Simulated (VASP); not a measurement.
# Zn15S16 (a cell with a defect) in VASP: single point with PBEsol

Aim: the single point of Zn15S16 (a cell with a defect) with PBEsol.

Program: VASP 6.6.1. These are calculated values, not measurements. Logs are shortened: lines on timing, memory, paths and dates and some standing lists are left out, and cuts for length are marked.

**1. The cell of the first run**

The cell holds a defect, 31 atoms: a = 9.277 Å, b = 9.277 Å, c = 9.277 Å, α = 109.47°, β = 109.47°, γ = 109.47°.

**2. Single point, PBEsol**

Input file INCAR:

```
ALGO = Normal ; EDIFF = 1E-6
ENCUT = 520 ; GGA = PS
ISIF = 2 ; ISMEAR = 0
LASPH = T ; LCHARG = T
LELF = T ; LREAL = Auto
LVHAR = T ; LWAVE = F
NBANDS = 159 ; NELECT = 278.0
NELM = 60 ; PREC = Accurate
SIGMA = 0.02
```

Input file KPOINTS:

```
Automatic mesh
0
Gamma
  2 2 2
  0.5 0.5 0.5
```

Input file POSCAR:

```
Zn15S16
1.0
    5.3560909598      5.3560909598     -5.3560909598
   -5.3560909598     -5.3560909598     -5.3560909598
   -5.3560909598      5.3560909598      5.3560909598
Zn S
15 16
Direct
    0.3190544210     -0.1809455828      0.7500017326
    0.7498442484      0.5113567937      0.7499998656
    0.7441034011     -0.0106792436      0.2356051287
   -0.0007171275      0.9877875562     -0.0143940797
    0.2459792991      0.7459793028      0.0117441060
    0.4877875525      0.4992828763     -0.0143940797
    0.7610438341      0.2610438304      0.0029261079
    0.0113567900      0.2498442446      0.7499998656
    0.5081174910      0.0081174872      0.4970736158
    0.7636769111      0.7521814006      0.5143936167
    0.0037152095      0.7584981343      0.2643948750
    0.2584981305      0.5037152132      0.2643948750
    0.4893207602      0.2441034907      0.2356052221
   -0.0157640153      0.4842359884      0.4882561778
    0.2521813969      0.2636769074      0.5143936167
    0.2517347092     -0.0127824566     -0.0147491894
    0.4872174538      0.7517347129     -0.0147492827
    0.7544556338      0.5119450025      0.0059703990
    0.7559744654     -0.0015148174      0.4940294181
    0.0060475075      0.0060475075      0.2499998618
    0.2516701098      0.7516701136      0.2600154685
    0.5060475112      0.5060475112      0.2499998618
    0.7416550671      0.2416550633      0.2399846286
    0.0119449054      0.2544556301      0.0059703056
    0.5253678515      0.0253677544      0.7499999590
    0.7397968089      0.7524917949      0.7499998656
    0.0164840367      0.7519672519      0.5147494732
    0.2519671548      0.5164839471      0.5147494732
    0.4984851863      0.2559744617      0.4940294181
   -0.0045385712      0.4954614326      0.7499998656
    0.2524917911      0.2397968051      0.7499998656
```

Potentials or basis: VASP PAW PBE potentials, release 64 (Zn, S).

Started as:

```bash
$ cat potpaw_PBE.64/Zn/POTCAR potpaw_PBE.64/S/POTCAR > POTCAR
$ mpirun -np 1 vasp_std > vasp.out
```

OUTCAR:

```text
EDIFF = 1E-6
   ENCUT = 520
   GGA = PS
   ISIF = 2
   ISMEAR = 0
   LASPH = T
   LREAL = Auto
   NELECT = 278.0
   NELM = 60
   PREC = Accurate

 ion  position               nearest neighbor table
   1  0.319  0.819  0.750-  25 2.21  17 2.62  16 2.62  27 2.62  28 2.62   5 2.95  14 2.95
   2  0.750  0.511  0.750-  26 2.27  30 2.33  29 2.36  18 2.36
   3  0.744  0.989  0.236-  17 2.31  19 2.33  23 2.34  20 2.34
   4  0.999  0.988  0.986-  26 2.27  16 2.34  24 2.38  20 2.38
   5  0.246  0.746  0.012-  21 2.27  17 2.32  16 2.32  30 2.36   1 2.95
   6  0.488  0.499  0.986-  31 2.27  17 2.34  18 2.38  22 2.38
   7  0.761  0.261  0.003-  25 2.24  23 2.33  24 2.34  18 2.34
   8  0.011  0.250  0.750-  31 2.27  30 2.33  24 2.36  19 2.36
   9  0.508  0.008  0.497-  25 2.24  21 2.33  19 2.34  29 2.34
  10  0.764  0.752  0.514-  26 2.27  27 2.34  19 2.38  22 2.38
  11  0.004  0.758  0.264-  27 2.31  18 2.33  21 2.34  20 2.34
  12  0.258  0.504  0.264-  28 2.31  24 2.33  21 2.34  22 2.34
  13  0.489  0.244  0.236-  16 2.31  29 2.33  23 2.34  22 2.34
  14  0.984  0.484  0.488-  23 2.27  28 2.32  27 2.32  30 2.36   1 2.95
  15  0.252  0.264  0.514-  31 2.27  28 2.34  29 2.38  20 2.38
  16  0.252  0.987  0.985-  13 2.31   5 2.32   4 2.34   1 2.62
  17  0.487  0.752  0.985-   3 2.31   5 2.32   6 2.34   1 2.62
  18  0.754  0.512  0.006-  11 2.33   7 2.34   2 2.36   6 2.38
  19  0.756  0.998  0.494-   3 2.33   9 2.34   8 2.36  10 2.38
  20  0.006  0.006  0.250-   3 2.34  11 2.34  15 2.38   4 2.38
  21  0.252  0.752  0.260-   5 2.27   9 2.33  11 2.34  12 2.34
  22  0.506  0.506  0.250-  13 2.34  12 2.34  10 2.38   6 2.38
  23  0.742  0.242  0.240-  14 2.27   7 2.33   3 2.34  13 2.34
  24  0.012  0.254  0.006-  12 2.33   7 2.34   8 2.36   4 2.38
  25  0.525  0.025  0.750-   1 2.21   7 2.24   9 2.24
  26  0.740  0.752  0.750-   4 2.27  10 2.27   2 2.27
  27  0.016  0.752  0.515-  11 2.31  14 2.32  10 2.34   1 2.62
  28  0.252  0.516  0.515-  12 2.31  14 2.32  15 2.34   1 2.62
  29  0.498  0.256  0.494-  13 2.33   9 2.34   2 2.36  15 2.38
  30  0.995  0.495  0.750-   2 2.33   8 2.33   5 2.36  14 2.36
  31  0.252  0.240  0.750-   6 2.27  15 2.27   8 2.27

  LATTYP: Found a body centered cubic cell.
 ALAT       =    10.7121819196

  Lattice vectors:

 A1 = (   5.3560909598,   5.3560909598,  -5.3560909598)
 A2 = (  -5.3560909598,  -5.3560909598,  -5.3560909598)
 A3 = (  -5.3560909598,   5.3560909598,   5.3560909598)

Analysis of symmetry for initial positions (statically):
=====================================================================
 Subroutine PRICEL returns:
 Original cell was already a primitive cell.

 Routine SETGRP: Setting up the symmetry group for a
 body centered cubic supercell.

 Subroutine GETGRP returns: Found  4 space group operations
 (whereof  1 operations were pure point group operations)
 out of a pool of 48 trial point group operations.

The static configuration has the point symmetry C_1 .
 The point group associated with its full space group is C_2v.

Analysis of symmetry for dynamics (positions and initial velocities):
=====================================================================
 Subroutine PRICEL returns:
 Original cell was already a primitive cell.

 Routine SETGRP: Setting up the symmetry group for a
 body centered cubic supercell.

 Subroutine GETGRP returns: Found  4 space group operations
 (whereof  1 operations were pure point group operations)
 out of a pool of 48 trial point group operations.

The dynamic configuration has the point symmetry C_1 .
 The point group associated with its full space group is C_2v.

 Subroutine INISYM returns: Found  4 space group operations
 (whereof  1 operations are pure point group operations),
 and found     1 'primitive' translations

----------------------------------------------------------------------------------------

                                     Primitive cell

  volume of cell :     614.6159

  direct lattice vectors                    reciprocal lattice vectors
     5.356090960  5.356090960 -5.356090960     0.000000000  0.093351663 -0.093351663
    -5.356090960 -5.356090960 -5.356090960    -0.093351663  0.000000000 -0.093351663
    -5.356090960  5.356090960  5.356090960    -0.093351663  0.093351663  0.000000000

  length of vectors
     9.277021672  9.277021672  9.277021672     0.132019188  0.132019188  0.132019188

  position of ions in fractional coordinates (direct lattice)
     0.319054421  0.819054417  0.750001733
     0.749844248  0.511356794  0.749999866
     0.744103401  0.989320756  0.235605129
     0.999282872  0.987787556  0.985605920
     0.245979299  0.745979303  0.011744106
     0.487787553  0.499282876  0.985605920
[... 23 lines left out ...]
     0.995461429  0.495461433  0.749999866
     0.252491791  0.239796805  0.749999866

  ion indices of the primitive-cell ions
   primitive index   ion index
                 1           1
                 2           2
                 3           3
                 4           4
                 5           5
                 6           6
[... 23 lines left out ...]
                30          30
                31          31

----------------------------------------------------------------------------------------

 KPOINTS: Automatic mesh

Automatic generation of k-mesh.
 Grid dimensions read from file:
 generate k-points for:    2    2    2

 Generating k-lattice:

  Cartesian coordinates                     Fractional coordinates (reciprocal lattice)
     0.000000000  0.046675832 -0.046675832     0.500000000  0.000000000  0.000000000
    -0.046675832  0.000000000 -0.046675832     0.000000000  0.500000000  0.000000000
    -0.046675832  0.046675832  0.000000000     0.000000000  0.000000000  0.500000000

  Length of vectors
     0.066009594  0.066009594  0.066009594

  Shift w.r.t. Gamma in fractional coordinates (k-lattice)
     0.500000000  0.500000000  0.500000000

 Subroutine IBZKPT returns following result:
 ===========================================

 Found      3 irreducible k-points:

 Following reciprocal coordinates:
            Coordinates               Weight
  0.250000  0.250000  0.250000      2.000000
 -0.250000  0.250000  0.250000      4.000000
  0.250000  0.250000 -0.250000      2.000000
   k-points           NKPTS =      3   k-points in BZ     NKDIM =      3   number of bands    NBANDS=    159
   number of dos      NEDOS =    301   number of ions     NIONS =     31
   total plane-waves  NPLWV = 343000
   dimension x,y,z NGX =    70 NGY =   70 NGZ =   70
   dimension x,y,z NGXF=   140 NGYF=  140 NGZF=  140
   ions per type =              15  16
   NGX,Y,Z   is equivalent  to a cutoff of  12.54, 12.54, 12.54 a.u.
   NGXF,Y,Z  is equivalent  to a cutoff of  25.09, 25.09, 25.09 a.u.
 SYSTEM =  unknown system
   PREC   = accura    normal or accurate (medium, high low for compatibility)
   ISTART =      0    job   : 0-new  1-cont  2-samecut
   ICHARG =      2    charge: 1-file 2-atom 10-const
   ISPIN  =      1    spin polarized calculation?
   LNONCOLLINEAR =      F non collinear calculations
   LSORBIT =      F    spin-orbit coupling
   LASPH  =      T    aspherical Exc in radial PAW
   ENCUT  =  520.0 eV  38.22 Ry    6.18 a.u.  17.25 17.25 17.25*2*pi/ulx,y,z
   NELM   =     60;   NELMIN=  2; NELMDL= -5     # of ELM steps
   EDIFF  = 0.1E-05   stopping-criterion for ELM
   LREAL  =      T    real-space projection
   EDIFFG = 0.1E-04   stopping-criterion for IOM
   NSW    =      0    number of steps for IOM
   IBRION =     -1    ionic relax: 0-MD 1-quasi-New 2-CG
   NFREE  =      0    steps in history (QN), initial steepest desc. (CG)
   ISIF   =      2    stress and relaxation
   ISYM   =      2    0-nonsym 1-usesym 2-fastsym
   POTIM  = 0.5000    time-step for ionic-motion
   TEBEG  =    0.0;   TEEND  =   0.0 temperature during run
   PSTRESS=    0.0 pullay stress
   NELECT =     278.0000    total number of electrons
   NUPDOWN=      -1.0000    fix difference up-down
   EMIN   =  10.00;   EMAX   =-10.00  energy-range for DOS
   EFERMI =   0.00;   METHOD = LEGACY
   ISMEAR =     0;   SIGMA  =   0.02  broadening in eV -4-tet -1-fermi 0-gaus
   EFERMI_NEDOS =   21; number of points for ismear=-14 and -15
   IALGO  =     38    algorithm
   IMIX   =      4    mixing-type and parameters
     AMIX     =   0.40;   BMIX     =  1.00
     AMIX_MAG =   1.60;   BMIX_MAG =  1.00
  volume/ion in A,a.u.               =      19.83       133.79
  Fermi-wavevector in a.u.,A,eV,Ry     =   1.256672  2.374765 21.486642  1.579224
  Thomas-Fermi vector in A             =   2.390368
   LORBIT       =      0    0 simple, 1 ext, 2 COOP (PROOUT), +10 PAW based schemes
   GGA     = PS    functional components
   LHFCALC =     F    Hartree Fock is set to
   AEXX    =    0.0000 exact exchange contribution
   IVDW    =     0    specifies the selected vdW correction
   LEPSILON=     F    determine dielectric tensor
   LRPA    =     F    only Hartree local field effects (RPA)
 non-spin polarized calculation
 Gauss-broadening in eV      SIGMA  =   0.02
  energy-cutoff  :      520.00
  volume of cell :      614.62
 maximum number of plane-waves:     16536
 NGX is ok and might be reduce to    70
   NGX = 35   NGY = 35   NGZ = 35

 number of electron     278.0000016 magnetization

 Free energy of the ion-electron system (eV)
  ---------------------------------------------------
  ext. energy  EPLUGINS =         0.00000000
  ---------------------------------------------------
  free energy    TOTEN  =      -110.47052828 eV

  energy without entropy =     -110.47052828  energy(sigma->0) =     -110.47052828

 E-fermi :   2.3707     XC(G=0):  -9.8957

 val. band max:        2.2498599671   @ k =   0.2500   0.2500   0.2500
 cond. band min:       4.6080293901   @ k =   0.2500   0.2500   0.2500
 fundamental gap:      2.3581694230
 Fermi energy:         2.3707379552

 k-point     1 :       0.2500    0.2500    0.2500
  band No.  band energies     occupation
      1     -10.8699      2.00000
      2     -10.8547      2.00000
      3     -10.6457      2.00000
      4     -10.6172      2.00000
      5     -10.2517      2.00000
      6     -10.2447      2.00000
[... 143 lines left out ...]
    150       6.3363      0.00000
    151       6.3675      0.00000

 k-point     2 :      -0.2500    0.2500    0.2500
  band No.  band energies     occupation
      1     -11.0511      2.00000
      2     -10.6315      2.00000
      3     -10.5114      2.00000
      4     -10.4949      2.00000
      5     -10.4584      2.00000
      6     -10.2563      2.00000
[... 143 lines left out ...]
    150       6.6609      0.00000
    151       6.7092      0.00000

 k-point     3 :       0.2500    0.2500   -0.2500
  band No.  band energies     occupation
      1     -11.0444      2.00000
      2     -10.6834      2.00000
      3     -10.5096      2.00000
      4     -10.5004      2.00000
      5     -10.3369      2.00000
      6     -10.3279      2.00000
[... 143 lines left out ...]
    150       6.6716      0.00000
    151       6.7575      0.00000
 [bands above 151 left out]

------------------------ aborting loop because EDIFF is reached ----------------------------------------

  FORCE on cell =-STRESS in cart. coord.  units (eV):
  Direction    XX          YY          ZZ          XY          YZ          ZX
  --------------------------------------------------------------------------------------
  -------------------------------------------------------------------------------------
  Total       10.5529856     10.5529856     16.0794477     -1.2885457      0.0000000      0.0000000
  in kB       27.5094625     27.5094625     41.9158123     -3.3589737      0.0000000      0.0000000
  external PRESSURE =      32.3115791 kB  Pullay stress =       0.0000000 kB

 VOLUME and BASIS-vectors are now :
 -----------------------------------------------------------------------------
  energy-cutoff  :      520.00
  volume of cell :      614.62
      direct lattice vectors                 reciprocal lattice vectors
     5.356090960  5.356090960 -5.356090960     0.000000000  0.093351663 -0.093351663
    -5.356090960 -5.356090960 -5.356090960    -0.093351663  0.000000000 -0.093351663
    -5.356090960  5.356090960  5.356090960    -0.093351663  0.093351663  0.000000000

 POSITION                                       TOTAL-FORCE (eV/Angst)
 -----------------------------------------------------------------------------------
     -6.69512      1.33903     -2.07874        -0.000000      0.000000     -0.004461
     -2.73971      5.29443     -2.73804        -0.008853     -0.008853      0.011679
     -2.57533     -0.05148     -8.02245        -0.008446     -0.006397      0.002818
     -5.21742      5.34056     -5.36394        -0.006007      0.009591     -0.017167
     -2.74095     -2.61514     -5.25012         0.009646     -0.009646     -0.025467
     -5.34056      5.21742     -0.00784        -0.009591      0.006007     -0.017167
[... 23 lines left out ...]
     -1.33902      6.69511     -3.96845        -0.000000      0.000000     -0.009419
     -3.94907      4.08506      1.38033         0.017219      0.017219      0.029744
 -----------------------------------------------------------------------------------
    total drift:                                0.006098     -0.016359      0.006741

  FREE ENERGIE OF THE ION-ELECTRON SYSTEM (eV)
  ---------------------------------------------------
  free  energy   TOTEN  =      -110.4705282809 eV

  energy  without entropy=     -110.4705282809  energy(sigma->0) =     -110.47052828
```

Run time: 23 min. Hardware: 1 thread of Oxide Virtual Turin-like, shared host; peak memory 0.73 GiB.

What came out:

* Free energy: -110.4705 eV
* Largest force: 0.038 eV/Å

Forces in eV/Å, atoms in the order of the input:
```
Zn   0.000  0.000 -0.004
Zn  -0.009 -0.009  0.012
Zn  -0.008 -0.006  0.003
Zn  -0.006  0.010 -0.017
Zn   0.010 -0.010 -0.025
Zn  -0.010  0.006 -0.017
Zn   0.012 -0.012 -0.003
Zn   0.009  0.009  0.012
Zn  -0.012  0.012 -0.003
Zn   0.010 -0.006 -0.017
Zn   0.008  0.006  0.003
Zn  -0.006 -0.008  0.003
Zn   0.006  0.008  0.003
Zn  -0.010  0.010 -0.025
Zn   0.006 -0.010 -0.017
S    0.008 -0.015  0.000
S    0.015 -0.008  0.000
S   -0.009 -0.016 -0.002
S    0.009  0.016 -0.002
S    0.000  0.000 -0.011
S   -0.003  0.003  0.033
S    0.000  0.000 -0.011
S    0.003 -0.003  0.033
S    0.016  0.009 -0.002
S    0.000  0.000  0.009
S   -0.017 -0.017  0.030
S   -0.015  0.008  0.000
S   -0.008  0.015  0.000
S   -0.016 -0.009 -0.002
S    0.000  0.000 -0.009
S    0.017  0.017  0.030
```

Levels at points of the mesh, in eV from the Fermi level:
```csv
k point,band 137,band 138,band 139,band 140,band 141,band 142
"(0.25, 0.25, 0.25)",-0.58,-0.56,-0.12,2.24,3.01,3.07
```

Caveat: the cell carries a net charge on a neutralising background, which shifts energy and pressure; the cell is charged against a uniform background, so pressure and absolute levels hang on convention; the PAW data sets were made with another functional, which shifts forces and pressure a little.
